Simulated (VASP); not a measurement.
# NiPt2 (I4/mmm) in VASP: density of states with PBE

Aim: the density of states of NiPt2 with PBE.

Everything below comes from runs of VASP 6.6.1. Logs are shortened: lines on timing, memory, paths and dates and some standing lists are left out, and cuts for length are marked.

## (1) The cell of the first run

The structure is tetragonal, space group I4/mmm (No. 139). Conventional cell: a = 3.094 Å, b = 3.094 Å, c = 10.744 Å, α = 90.00°, β = 90.00°, γ = 90.00°. Within 3.7 Å of Ni (site symmetry 4/mmm) lie 10 Pt at 2.78 to 3.65 Å and 4 Ni at 3.09 Å. Within 3.7 Å of Pt (site symmetry 4mm) lie 5 Ni at 2.78 to 3.65 Å and 9 Pt at 2.92 to 3.44 Å.

## (2) Density of states, PBE

The input, POSCAR:

```
NiPt2
1.0
    0.0000000000      3.0939110000      0.0000000000
    3.0939110000      0.0000000000      0.0000000000
    1.5469550000      1.5469550000     -5.3719760000
Ni Pt
1 2
Direct
    0.0000000000      0.0000000000      0.0000000000
    0.3400000000      0.3400000000      0.3200000000
    0.6600000000      0.6600000000      0.6800000000
```

The input, INCAR.step1:

```
SYSTEM = NiPt2
  PREC = Accurate
  ENCUT = 520
  EDIFF = 1E-6
  ISMEAR = 0
  SIGMA = 0.0104
  LREAL = .False.
  LASPH = .True.
  NELM = 100
  ALGO = Normal
  ISIF = 2
  LWAVE = .False.
  LCHARG = .True.
  LMAXMIX = 4
  GGA = PE
  NBANDS = 22
```

The input, KPOINTS.step1:

```
Automatic mesh
0
Gamma
  9 9 9
  0 0 0
```

The input, INCAR.step2:

```
SYSTEM = NiPt2
  PREC = Accurate
  ENCUT = 520
  EDIFF = 1E-6
  ISMEAR = -5
  SIGMA = 0.0104
  LREAL = .False.
  LASPH = .True.
  NELM = 100
  ALGO = Normal
  ISIF = 2
  LWAVE = .False.
  LCHARG = .False.
  LMAXMIX = 4
  GGA = PE
  LORBIT = 11
  NBANDS = 22
  NEDOS = 2001
  ICHARG = 11
```

The input, KPOINTS.step2:

```
Automatic mesh
0
Gamma
  14 14 14
  0 0 0
```

Potentials or basis: VASP PAW PBE potentials, release 64 (Ni, Pt).

The run is started by

```sh
$ cat potpaw_PBE.64/Ni/POTCAR potpaw_PBE.64/Pt/POTCAR > POTCAR
$ cp INCAR.step1 INCAR
$ cp KPOINTS.step1 KPOINTS
$ mpirun -np 1 vasp_std > vasp.out
$ cp INCAR.step2 INCAR
$ cp KPOINTS.step2 KPOINTS
$ mpirun -np 1 vasp_std > vasp.out
```

OUTCAR:

```text
SYSTEM = NiPt2
   PREC = Accurate
   ENCUT = 520
   EDIFF = 1E-6
   ISMEAR = -5
   LREAL = .False.
   LASPH = .True.
   NELM = 100
   ISIF = 2
   GGA = PE
   LORBIT = 11
   ICHARG = 11

 ion  position               nearest neighbor table
   1  0.000  0.000  0.000-   2 2.78   3 2.78   3 2.78   3 2.78   2 2.78   2 2.78   3 2.78   2 2.78

   2  0.340  0.340  0.320-   1 2.78   1 2.78   1 2.78   1 2.78   3 2.92   3 2.92   3 2.92   3 2.92
                             3 3.44
   3  0.660  0.660  0.680-   1 2.78   1 2.78   1 2.78   1 2.78   2 2.92   2 2.92   2 2.92   2 2.92
                             2 3.44

  LATTYP: Found a body centered tetragonal cell.
 ALAT       =     3.0939110000
 C/A-ratio  =     3.4726118495

  Lattice vectors:

 A1 = (  -1.5469550000,   1.5469560000,   5.3719760000)
 A2 = (   1.5469560000,  -1.5469550000,   5.3719760000)
 A3 = (   1.5469550000,   1.5469550000,  -5.3719760000)

Analysis of symmetry for initial positions (statically):
=====================================================================
 Subroutine PRICEL returns:
 Original cell was already a primitive cell.

 Routine SETGRP: Setting up the symmetry group for a
 body centered tetragonal supercell.

 Subroutine GETGRP returns: Found 16 space group operations
 (whereof 16 operations were pure point group operations)
 out of a pool of 16 trial point group operations.

The static configuration has the point symmetry D_4h.

Analysis of symmetry for dynamics (positions and initial velocities):
=====================================================================
 Subroutine PRICEL returns:
 Original cell was already a primitive cell.

 Routine SETGRP: Setting up the symmetry group for a
 body centered tetragonal supercell.

 Subroutine GETGRP returns: Found 16 space group operations
 (whereof 16 operations were pure point group operations)
 out of a pool of 16 trial point group operations.

The dynamic configuration has the point symmetry D_4h.

 Subroutine INISYM returns: Found 16 space group operations
 (whereof 16 operations are pure point group operations),
 and found     1 'primitive' translations

----------------------------------------------------------------------------------------

                                     Primitive cell

  volume of cell :      51.4221

  direct lattice vectors                    reciprocal lattice vectors
     0.000000000  3.093911000  0.000000000     0.000000000  0.323215503  0.093075591
     3.093911000  0.000000000  0.000000000     0.323215503  0.000000000  0.093075591
     1.546955000  1.546955000 -5.371976000     0.000000000  0.000000000 -0.186151241

  length of vectors
     3.093911000  3.093911000  5.800367720     0.336350007  0.336350007  0.186151241

  position of ions in fractional coordinates (direct lattice)
     0.000000000  0.000000000  0.000000000
     0.340000000  0.340000000  0.320000000
     0.660000000  0.660000000  0.680000000

  ion indices of the primitive-cell ions
   primitive index   ion index
                 1           1
                 2           2
                 3           3

----------------------------------------------------------------------------------------

 KPOINTS: Automatic mesh

Automatic generation of k-mesh.
 Grid dimensions read from file:
 generate k-points for:   14   14   14

 Generating k-lattice:

  Cartesian coordinates                     Fractional coordinates (reciprocal lattice)
     0.000000000  0.023086822  0.006648256     0.071428571  0.000000000  0.000000000
     0.023086822  0.000000000  0.006648256     0.000000000  0.071428571  0.000000000
     0.000000000  0.000000000 -0.013296517     0.000000000  0.000000000  0.071428571

  Length of vectors
     0.024025000  0.024025000  0.013296517

  Shift w.r.t. Gamma in fractional coordinates (k-lattice)
     0.000000000  0.000000000  0.000000000

 TETIRR: Found   7833 inequivalent tetrahedra from    16464

 Subroutine IBZKPT returns following result:
 ===========================================

 Found    244 irreducible k-points:

 Following reciprocal coordinates:
            Coordinates               Weight
  0.000000  0.000000  0.000000      1.000000
  0.071429  0.000000  0.000000      8.000000
  0.142857  0.000000  0.000000      8.000000
  0.214286  0.000000  0.000000      8.000000
  0.285714  0.000000 -0.000000      8.000000
  0.357143  0.000000  0.000000      8.000000
[... 16 lines left out ...]
  0.214286  0.142857  0.000000     16.000000
  0.285714  0.142857 -0.000000     16.000000
 [... further k-points ...]
   k-points           NKPTS =    244   k-points in BZ     NKDIM =    244   number of bands    NBANDS=     22
   number of dos      NEDOS =   2001   number of ions     NIONS =      3
   total plane-waves  NPLWV =  27648
   dimension x,y,z NGX =    24 NGY =   24 NGZ =   48
   dimension x,y,z NGXF=    48 NGYF=   48 NGZF=   96
   ions per type =               1   2
   NGX,Y,Z   is equivalent  to a cutoff of  12.90, 12.90, 13.76 a.u.
   NGXF,Y,Z  is equivalent  to a cutoff of  25.79, 25.79, 27.51 a.u.
 SYSTEM =  NiPt2
   PREC   = accura    normal or accurate (medium, high low for compatibility)
   ISTART =      0    job   : 0-new  1-cont  2-samecut
   ICHARG =     11    charge: 1-file 2-atom 10-const
   ISPIN  =      1    spin polarized calculation?
   LNONCOLLINEAR =      F non collinear calculations
   LSORBIT =      F    spin-orbit coupling
   LASPH  =      T    aspherical Exc in radial PAW
   ENCUT  =  520.0 eV  38.22 Ry    6.18 a.u.   5.75  5.75 10.78*2*pi/ulx,y,z
   NELM   =    100;   NELMIN=  2; NELMDL=  0     # of ELM steps
   EDIFF  = 0.1E-05   stopping-criterion for ELM
   LREAL  =      F    real-space projection
   EDIFFG = 0.1E-04   stopping-criterion for IOM
   NSW    =      0    number of steps for IOM
   IBRION =     -1    ionic relax: 0-MD 1-quasi-New 2-CG
   NFREE  =      0    steps in history (QN), initial steepest desc. (CG)
   ISIF   =      2    stress and relaxation
   ISYM   =      2    0-nonsym 1-usesym 2-fastsym
   POTIM  = 0.5000    time-step for ionic-motion
   TEBEG  =    0.0;   TEEND  =   0.0 temperature during run
   PSTRESS=    0.0 pullay stress
   NELECT =      30.0000    total number of electrons
   NUPDOWN=      -1.0000    fix difference up-down
   EMIN   =  10.00;   EMAX   =-10.00  energy-range for DOS
   EFERMI =   0.00;   METHOD = LEGACY
   ISMEAR =    -5;   SIGMA  =   0.01  broadening in eV -4-tet -1-fermi 0-gaus
   EFERMI_NEDOS =   21; number of points for ismear=-14 and -15
   IALGO  =     38    algorithm
   IMIX   =      4    mixing-type and parameters
     AMIX     =   0.40;   BMIX     =  1.00
     AMIX_MAG =   1.60;   BMIX_MAG =  1.00
  volume/ion in A,a.u.               =      17.14       115.67
  Fermi-wavevector in a.u.,A,eV,Ry     =   1.367935  2.585022 25.459837  1.871245
  Thomas-Fermi vector in A             =   2.493943
   LORBIT       =     11    0 simple, 1 ext, 2 COOP (PROOUT), +10 PAW based schemes
   GGA     = PE    functional components
   LHFCALC =     F    Hartree Fock is set to
   AEXX    =    0.0000 exact exchange contribution
   IVDW    =     0    specifies the selected vdW correction
   LEPSILON=     F    determine dielectric tensor
   LRPA    =     F    only Hartree local field effects (RPA)
 non-spin polarized calculation
 Fermi weights with tetrahedron method with Bloechl corrections
  energy-cutoff  :      520.00
  volume of cell :       51.42
 maximum number of plane-waves:      1400

 number of electron      29.9999991 magnetization

 Free energy of the ion-electron system (eV)
  ---------------------------------------------------
  ext. energy  EPLUGINS =         0.00000000
  ---------------------------------------------------
  free energy    TOTEN  =       -16.75817457 eV

  energy without entropy =      -16.75817457  energy(sigma->0) =      -16.75817457

 E-fermi :   7.1179     XC(G=0): -12.1114

 val. band max:        7.1906171806   @ k =  -0.1429  -0.2857   0.2857
 cond. band min:       7.0208899044   @ k =   0.0000   0.0000   0.0714
 fundamental gap:     -0.1697272762
 Fermi energy:         7.1179236862

 k-point     1 :       0.0000    0.0000    0.0000
  band No.  band energies     occupation
      1      -0.6482      2.00000
      2       2.4951      2.00000
      3       3.0534      2.00000
      4       3.8479      2.00000
      5       3.9308      2.00000
      6       4.7217      2.00000
[... 14 lines left out ...]
     21      19.0482      0.00000
     22      19.0482      0.00000

 k-point     2 :       0.0714    0.0000    0.0000
  band No.  band energies     occupation
      1      -0.5411      2.00000
      2       2.5580      2.00000
      3       3.0934      2.00000
      4       3.8392      2.00000
      5       3.9798      2.00000
      6       4.6919      2.00000
[... 14 lines left out ...]
     21      18.7561      0.00000
     22      19.4753      0.00000

 k-point     3 :       0.1429    0.0000    0.0000
  band No.  band energies     occupation
      1      -0.2268      2.00000
      2       2.6860      2.00000
      3       3.2520      2.00000
      4       3.7340      2.00000
      5       4.1783      2.00000
      6       4.6246      2.00000
[... 14 lines left out ...]
     21      18.7897      0.00000
     22      20.1606      0.00000
[... 476 lines left out ...]
 k-point    23 :       0.2143    0.1429    0.0000
  band No.  band energies     occupation
      1       0.7469      2.00000
      2       2.9870      2.00000
      3       3.5391      2.00000
      4       3.6532      2.00000
      5       4.2411      2.00000
      6       4.4401      2.00000
[... 14 lines left out ...]
     21      16.2354      0.00000
     22      18.7693      0.00000

 k-point    24 :       0.2857    0.1429   -0.0000
  band No.  band energies     occupation
      1       1.3646      2.00000
      2       2.8705      2.00000
      3       3.5950      2.00000
      4       3.8272      2.00000
      5       4.2228      2.00000
      6       4.5688      2.00000
[... 14 lines left out ...]
     21      16.7771      0.00000
     22      19.3679      0.00000

 [... further k-points ...]
[... 5 lines left out ...]
  --------------------------------------------------------------------------------------
  -------------------------------------------------------------------------------------
  Total       -8.7923577     -8.7923577     -7.4722184     -0.0000000     -0.0000007     -0.0000007
  in kB     -273.9468015   -273.9468015   -232.8147229     -0.0000000     -0.0000217     -0.0000217
  external PRESSURE =    -260.2361086 kB  Pullay stress =       0.0000000 kB

 VOLUME and BASIS-vectors are now :
 -----------------------------------------------------------------------------
  energy-cutoff  :      520.00
  volume of cell :       51.42
      direct lattice vectors                 reciprocal lattice vectors
     0.000000000  3.093911000  0.000000000     0.000000000  0.323215503  0.093075591
     3.093911000  0.000000000  0.000000000     0.323215503  0.000000000  0.093075591
     1.546955000  1.546955000 -5.371976000     0.000000000  0.000000000 -0.186151241

 POSITION                                       TOTAL-FORCE (eV/Angst)
 -----------------------------------------------------------------------------------
      0.00000      0.00000      0.00000         0.000000      0.000000      0.000000
      1.54696      1.54696     -1.71903         0.000000      0.000000      0.195455
      3.09391      3.09391     -3.65294        -0.000000     -0.000000     -0.195455
 -----------------------------------------------------------------------------------
    total drift:                                0.000000      0.000000     -0.000000

  FREE ENERGIE OF THE ION-ELECTRON SYSTEM (eV)
  ---------------------------------------------------
  free  energy   TOTEN  =       -16.7581745693 eV

  energy  without entropy=      -16.7581745693  energy(sigma->0) =      -16.75817457

 total charge

# of ion       s       p       d       tot
------------------------------------------
    1        0.361   0.297   8.256   8.914
    2        0.564   0.380   7.962   8.907
    3        0.564   0.380   7.962   8.907
--------------------------------------------------
tot          1.490   1.057  24.181  26.728
```

Run time: 2.5 min. Hardware: 1 thread of Intel Xeon Platinum 8375C at 2.90GHz (Ice Lake), shared host; peak memory 0.39 GiB.

What came out:

```yaml
Valence_electrons_inside_the_program's_atomic_spheres: Ni 8.91; Pt 8.91
```

Caveat: spin-orbit coupling is left out, which moves the levels of the heavy elements; tetrahedron occupations give inexact forces and stress in metals. Spin polarisation is off, so any magnetic state and its effect on volume and gap are missing.
